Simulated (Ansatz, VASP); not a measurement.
Two plane-wave programs on Be2Si

File INCAR:

```
  ALGO = Normal
  EDIFF = 1E-6
  ENCUT = 600
  GGA = PS
  GGA_COMPAT = F
  ISIF = 2
  ISMEAR = -1
  LASPH = T
  LCHARG = F
  LREAL = F
  LWAVE = F
  NBANDS = 11
  NELM = 120
  PREC = Accurate
  SIGMA = 0.02
```

File KPOINTS:

```
k-points
0
Gamma
  6 6 6
```

Contents of POSCAR:

```
Be2Si
1.0
    0.0000000000      2.6413830465      2.6413830465
    2.6413830465      0.0000000000      2.6413830465
    2.6413830465      2.6413830465      0.0000000000
Si Be
1 2
Direct
    0.0000000000      0.0000000000      0.0000000000
    0.2500000000      0.2500000000      0.2500000000
    0.7500000000      0.7500000000      0.7500000000
```

Input for Ansatz:

```yaml
crystal:
  lattice:
    - [0.0, 2.6413830465, 2.6413830465]
    - [2.6413830465, 0.0, 2.6413830465]
    - [2.6413830465, 2.6413830465, 0.0]
  atoms:
    - { symbol: Si, position: [0.0, 0.0, 0.0] }
    - { symbol: Be, position: [0.25, 0.25, 0.25] }
    - { symbol: Be, position: [0.75, 0.75, 0.75] }
kpoints:
  mp_grid: { grid: [6, 6, 6] }
hamiltonian:
  xc: pbesol
scf:
  occupations: { method: fermi_dirac, width: 0.02 }
  n_extra_bands: 4
  mixing: { ndim: 2 }
  max_iter: 68
output:
  forces: true
  stress: true
  eigenvalues: true
```

Alike in both runs: task single point; functional PBEsol; k mesh 6 × 6 × 6; occupations fermi-dirac, width 0.02 eV; no spin polarisation.

|  | VASP | Ansatz |
| --- | --- | --- |
| version | VASP 6.6.1 | Ansatz 0.2.0 |
| potentials or method | VASP PAW PBE potentials, release 64 (Si, Be) | plane waves |
| plane-wave cutoff (eV) | 600 | 420 |
| valence electrons in the cell | 8 | 8 |

|  | VASP | Ansatz | Ansatz less VASP |
| --- | --- | --- | --- |
| pressure (GPa) | -1.1 | -1.3 | -0.24 |

VASP's potentials were made for PBE, not for PBEsol.
